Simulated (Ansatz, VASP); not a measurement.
## Two plane-wave programs on AlAs

```
Al As
1.0
     0.00000    2.81444    2.81444
     2.81444    0.00000    2.81444
     2.81444    2.81444    0.00000
Al As
1 1
Direct
  0.00000 0.00000 0.00000
  0.25000 0.25000 0.25000
```

Alike in both runs: functional LDA; k mesh 8 × 8 × 8; occupations gaussian, width 0.02 eV; no spin polarisation.

Ansatz relaxed the structure, and its values are those at the end. VASP's run is a single point on that final structure, the one shown.

|  | VASP | Ansatz |
| --- | --- | --- |
| version | VASP 6.6.1 | Ansatz 0.2.0 |
| potentials or method | VASP PAW LDA potentials, release 64 (Al, As), cutoff 500 eV | scalar-relativistic, plane waves, PAW |
| valence electrons in the cell | 8 | 18 |

VASP gave:

| Property | Result |
| --- | --- |
| gap on the k mesh at the Fermi level (eV) | 1.31 |
| least direct gap on the mesh (eV) | 2.02 |
| pressure (GPa) | 0.4 |

What did Ansatz give for the same quantities?

gap on the k mesh at the Fermi level (eV): 1.32; least direct gap on the mesh (eV): 1.98; pressure (GPa): 0.0.

Ansatz warns that its potentials were made for another functional, while VASP's fit it. LDA's correlation is that of Perdew and Zunger in VASP and of Perdew and Wang (1992) in Ansatz. VASP's potentials hold 8 valence electrons a cell and Ansatz's 18, so a difference there can come from the potentials and not from the codes.
